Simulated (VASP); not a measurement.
Crystal: Co.

```
CELL_PARAMETERS angstrom
0.00000 1.80115 1.80115
1.80115 0.00000 1.80115
1.80115 1.80115 0.00000
ATOMIC_POSITIONS crystal
Co 0.00000 0.00000 0.00000
```

Base run:

- Program: VASP 6.6.1
- Functional: PBE
- Potentials or basis: VASP PAW PBE potentials, release 64 (Co)
- Cutoff: 520 eV
- k mesh: 11 × 11 × 11
- Occupations: gaussian, width 0.1 eV
- Spin: collinear spin, ferromagnetic start
- Starting moments: [3.0] μB

Its results: pressure -13.7 GPa; site moments Co +1.65 μB.

Question: The run is repeated on the same cell with these changes: moments at the start from [3.0] to [2.49]; fixed moment from none to 2.49 μB. What comes out?

Answer: Pressure 4.0 GPa; site moments Co +2.42 μB.

Caveats: the total moment is fixed, so each spin has its own Fermi level (some runs).
